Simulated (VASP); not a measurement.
# SiNi2 (P6_3/mmc) in VASP: further runs, part 2 of 2

VASP 6.6.1. The steps go on from the part before.

## Step 3: Relaxation of cell and atoms, r2SCAN, target pressure 30 GPa, at which the enthalpy is minimised

This run uses another cell than the first one, of 9.57 Å³/atom.

POSCAR

```
SiNi2
1.0
    3.7430047480      0.0000000000      0.0000000000
   -1.8715023740      3.2415371982      0.0000000000
    0.0000000000      0.0000000000      4.7321038473
Si Ni
2 4
Direct
    0.3333333333      0.6666666667      0.7500000000
    0.6666666667      0.3333333333      0.2500000000
    0.0000000000      0.0000000000      0.0000000000
    0.0000000000      0.0000000000      0.5000000000
    0.3333333333      0.6666666667      0.2500000000
    0.6666666667      0.3333333333      0.7500000000
```

INCAR.step1

```
SYSTEM = SiNi2
PREC = Accurate ; ENCUT = 600
ISMEAR = 0 ; SIGMA = 0.1
LREAL = .False. ; LASPH = .True.
NELM = 100 ; GGA = PE
ALGO = Normal ; EDIFF = 1E-4
LWAVE = .True. ; LCHARG = .False.
```

INCAR.step2

```
SYSTEM = SiNi2
PREC = Accurate ; ENCUT = 600
EDIFF = 1E-6 ; ISMEAR = 0
SIGMA = 0.1 ; LREAL = .False.
LASPH = .True. ; NELM = 100
ALGO = Normal ; ISIF = 3
LWAVE = .False. ; LCHARG = .False.
METAGGA = R2SCAN ; LMIXTAU = .True.
IBRION = 2 ; NSW = 70
EDIFFG = -0.008 ; PSTRESS = 300.0
ISTART = 1
```

KPOINTS

```
Automatic mesh
0
Gamma
  12 12 8
  0 0 0
```

Potentials or basis: VASP PAW PBE potentials, release 64 (Si, Ni).

Command:

```bash
$ cat potpaw_PBE.64/Si/POTCAR potpaw_PBE.64/Ni/POTCAR > POTCAR
$ cp INCAR.step1 INCAR
$ mpirun -np 1 vasp_std > vasp.out
$ cp INCAR.step2 INCAR
$ mpirun -np 1 vasp_std > vasp.out
```

OUTCAR:

```text
SYSTEM = SiNi2
   PREC = Accurate
   ENCUT = 600
   EDIFF = 1E-6
   ISMEAR = 0
   LREAL = .False.
   LASPH = .True.
   NELM = 100
   ISIF = 3
   METAGGA = R2SCAN
   IBRION = 2
   NSW = 70
   EDIFFG = -0.008
   PSTRESS = 300.0
   ISTART = 1

 ion  position               nearest neighbor table
   1  0.333  0.667  0.750-   6 2.16   6 2.16   6 2.16   5 2.37   5 2.37   3 2.46   4 2.46   4 2.46
                             3 2.46   4 2.46   3 2.46
   2  0.667  0.333  0.250-   5 2.16   5 2.16   5 2.16   6 2.37   6 2.37   3 2.46   4 2.46   3 2.46
                             4 2.46   3 2.46   4 2.46
   3  0.000  0.000  0.000-   4 2.37   4 2.37   1 2.46   5 2.46   6 2.46   2 2.46   1 2.46   5 2.46
                             2 2.46   6 2.46   2 2.46   6 2.46   1 2.46   5 2.46
   4  0.000  0.000  0.500-   3 2.37   3 2.37   1 2.46   5 2.46   6 2.46   2 2.46   1 2.46   5 2.46
                             2 2.46   6 2.46   2 2.46   6 2.46   1 2.46   5 2.46
   5  0.333  0.667  0.250-   2 2.16   2 2.16   2 2.16   1 2.37   1 2.37   3 2.46   4 2.46   4 2.46
                             3 2.46   4 2.46   3 2.46
   6  0.667  0.333  0.750-   1 2.16   1 2.16   1 2.16   2 2.37   2 2.37   3 2.46   4 2.46   3 2.46
                             4 2.46   3 2.46   4 2.46

  LATTYP: Found a hexagonal cell.
 ALAT       =     3.7430047480
[... 199 lines left out ...]
  Direction    XX          YY          ZZ          XY          YZ          ZX
  --------------------------------------------------------------------------------------
  -------------------------------------------------------------------------------------
  Total       11.3939178     11.3939178     10.5946604      0.0000000      0.0000000      0.0000000
  in kB      317.9493999    317.9493999    295.6459737      0.0000000      0.0000000      0.0000000
  external PRESSURE =      10.5149245 kB  Pullay stress =     300.0000000 kB
[... 155 lines left out ...]
--------------------------------------- Ionic step        5  -------------------------------------------

 number of electron      48.0000004 magnetization

 Free energy of the ion-electron system (eV)
  ---------------------------------------------------
  ext. energy  EPLUGINS =         0.00000000
  ---------------------------------------------------
  free energy    TOTEN  =       -67.71825796 eV

  energy without entropy =      -67.70327976  energy(sigma->0) =      -67.71076886

 E-fermi :  13.0433     XC(G=0): -14.7983

 val. band max:       13.0354803334   @ k =   0.2500   0.0000   0.3750
 cond. band min:      13.0643972139   @ k =   0.1667   0.0833   0.0000
 fundamental gap:      0.0289168805
 Fermi energy:        13.0433034486

 k-point     1 :       0.0000    0.0000    0.0000
  band No.  band energies     occupation
      1      -1.2960      2.00000
      2       3.9952      2.00000
      3       5.4483      2.00000
      4       6.8739      2.00000
      5       6.8739      2.00000
      6       8.3171      2.00000
[... 733 lines left out ...]
     27      16.3048      0.00000
     28      16.7842      0.00000

 [... further k-points ...]

------------------------ aborting loop because EDIFF is reached ----------------------------------------

  FORCE on cell =-STRESS in cart. coord.  units (eV):
  Direction    XX          YY          ZZ          XY          YZ          ZX
  --------------------------------------------------------------------------------------
  -------------------------------------------------------------------------------------
  Total       10.7898907     10.7898907     10.7864530      0.0000000      0.0000000      0.0000000
  in kB      300.1864914    300.1864914    300.0908514      0.0000000      0.0000000      0.0000000
  external PRESSURE =       0.1546114 kB  Pullay stress =     300.0000000 kB
[... 25 lines left out ...]
  energy  without entropy=      -67.7032797647  energy(sigma->0) =      -67.71076886

  enthalpy is  TOTEN    =       -56.9350704770 eV   P V=       10.7831874820

 reached required accuracy - stopping structural energy minimisation
```

OUTCAR.step1:

```text
SYSTEM = SiNi2
   PREC = Accurate
   ENCUT = 600
   ISMEAR = 0
   LREAL = .False.
   LASPH = .True.
[... 990 lines left out ...]
      0.00000      0.00000      2.36605        -0.000000      0.000000      0.000000
     -0.00000      2.16102      1.18303         0.000000     -0.000000      0.000000
      1.87150      1.08051      3.54908        -0.000000      0.000000      0.000000
 -----------------------------------------------------------------------------------
    total drift:                                0.000000     -0.000000      0.000000

  FREE ENERGIE OF THE ION-ELECTRON SYSTEM (eV)
  ---------------------------------------------------
  free  energy   TOTEN  =       -34.8218964758 eV

  energy  without entropy=      -34.8064682197  energy(sigma->0) =      -34.81418235
```

OSZICAR.step1:

```text
N       E                     dE             d eps       ncg     rms          rms(c)
DAV:   1     0.351814181755E+03    0.35181E+03   -0.23809E+04  5344   0.255E+03
DAV:   2    -0.113962795767E+02   -0.36321E+03   -0.35216E+03  5320   0.454E+02
DAV:   3    -0.390869013890E+02   -0.27691E+02   -0.26275E+02  5632   0.157E+02
DAV:   4    -0.400706829577E+02   -0.98378E+00   -0.97564E+00  6376   0.270E+01
DAV:   5    -0.401075776471E+02   -0.36895E-01   -0.36873E-01  6504   0.498E+00    0.274E+01
DAV:   6    -0.398038465028E+02    0.30373E+00   -0.96106E+01  6544   0.144E+02    0.212E+01
DAV:   7    -0.352888359224E+02    0.45150E+01   -0.29327E+01  6328   0.140E+02    0.116E+01
DAV:   8    -0.351441782017E+02    0.14466E+00   -0.11765E+01  6660   0.873E+01    0.727E+00
DAV:   9    -0.349025957161E+02    0.24158E+00   -0.23628E+00  7012   0.416E+01    0.299E+00
DAV:  10    -0.348230553876E+02    0.79540E-01   -0.52389E-01  6312   0.115E+01    0.966E-01
DAV:  11    -0.348232531163E+02   -0.19773E-03   -0.40715E-02  6620   0.254E+00    0.757E-01
DAV:  12    -0.348226849663E+02    0.56815E-03   -0.40449E-03  6748   0.135E+00    0.476E-01
DAV:  13    -0.348220742959E+02    0.61067E-03   -0.23612E-03  8000   0.134E+00    0.183E-01
DAV:  14    -0.348219205052E+02    0.15379E-03   -0.98838E-04  6320   0.518E-01    0.139E-01
DAV:  15    -0.348218964758E+02    0.24029E-04   -0.26224E-04  3504   0.323E-01
   1 F= -.34821896E+02 E0= -.34814182E+02  d E =-.154283E-01
```

Wall time 51 min (1 thread of Oxide Virtual Turin-like, shared host); peak memory 0.27 GiB.

Results:

- Free energy: -67.7183 eV
- Relaxed volume: 9.60 Å³/atom
- Relaxed cell: a = 3.753 Å, b = 3.753 Å, c = 4.721 Å, α = 90.00°, β = 90.00°, γ = 120.00°
- Space group after relaxing (to 0.1 Å): P6_3/mmc (No. 194)
- Energy change on relaxing (the run minimises the enthalpy): -5.7 meV/atom
- Ionic steps: 5
- Pressure after relaxing: 30.0 GPa
- Band gap on the k mesh: zero (bands 24 and 25 overlap by 4.03 eV)

The path:
| step | energy change (eV) | largest force (eV/Å) | pressure (GPa) | volume (Å³) |
| --- | --- | --- | --- | --- |
| 1 | 0.0000 | 0.0000 | 31.05 | 57.42 |
| 2 | -0.0973 | 0.0000 | 27.79 | 57.94 |
| 3 | -0.0481 | 0.0000 | 29.63 | 57.66 |
| 4 | -0.0285 | 0.0000 | 30.20 | 57.56 |
| 5 | -0.0345 | 0.0000 | 30.02 | 57.59 |

Final structure:
```
CELL_PARAMETERS angstrom
3.75290 0.00000 0.00000
-1.87645 3.25010 0.00000
0.00000 0.00000 4.72142
ATOMIC_POSITIONS crystal
Si 0.33333 0.66667 0.75000
Si 0.66667 0.33333 0.25000
Ni 0.00000 0.00000 0.00000
Ni 0.00000 0.00000 0.50000
Ni 0.33333 0.66667 0.25000
Ni 0.66667 0.33333 0.75000
```

Caveat: the cell is relaxed towards a set pressure, so the run minimises the enthalpy, not the energy; the PAW data sets were made with another functional, which shifts forces and pressure a little. Spin polarisation is off, so any magnetic state and its effect on volume and gap are missing.

The gap in the log of VASP goes by the Fermi energy; the results here count the filled bands.